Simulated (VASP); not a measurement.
Wanted: the native input for a VASP 6.6.1 run.

| Item | Value |
| --- | --- |
| Task | single point |
| Functional | PBEsol |
| Potentials or basis | VASP PAW PBE potentials, release 64 (Al, N) |
| Cutoff | 520 eV |
| k mesh | 10 × 10 × 10 |
| Occupations | gaussian, width 0.05 eV |
| Spin | no spin polarisation |
| Dipole correction | no |
| Further INCAR settings | ALGO = Normal; EDIFF = 1e-07; NBANDS = 11 |

The structure of AlN lies in POSCAR:

```
AlN
1.0
    0.0000000000      2.2908669450      2.1375515447
    2.1375515447      0.0000000000      2.1375515447
    2.1375515447      2.2908669450      0.0000000000
Al N
1 1
Direct
   -0.0067599835      0.0067599835      0.0067599835
    0.7630216860      0.7369783140      0.7369783140
```

This cell differs from its parent crystal: mode 4 frozen in at -0.057 Å, strain +e along z and -e/2 along x and y +0.0467.

One way to write it, as run:

INCAR

```
PREC = Accurate ; ENCUT = 520
EDIFF = 1E-7 ; ISMEAR = 0
SIGMA = 0.05 ; LREAL = False
LASPH = True ; NELM = 100
ALGO = Normal ; ISIF = 2
LWAVE = False ; LCHARG = False
GGA = PS ; NBANDS = 11
```

KPOINTS

```
Automatic mesh
0
Gamma
  10 10 10
```

Potentials or basis: VASP PAW PBE potentials, release 64 (Al, N).

Run with:

```sh
$ cat potpaw_PBE.64/Al/POTCAR potpaw_PBE.64/N/POTCAR > POTCAR
$ mpirun -np 1 vasp_std > vasp.out
```

It gave:

| Item | Value |
| --- | --- |
| Pressure | 0.8 GPa |
| Largest force | 1.156 eV/Å |
| Band gap on the k mesh | 2.87 eV, indirect (least direct gap 3.83 eV) |

Caveat: the cell differs from its parent crystal (mode 4 frozen in at -0.057 Å, strain +e along z and -e/2 along x and y +0.0467); the PAW data sets were made with another functional, which shifts forces and pressure a little.

Wall time 42 s on 1 thread of Intel(R) Xeon(R) Platinum 8259CL CPU @ 2.50GHz (Skylake/Cascade Lake), with other jobs on the host, peak memory 0.18 GiB.
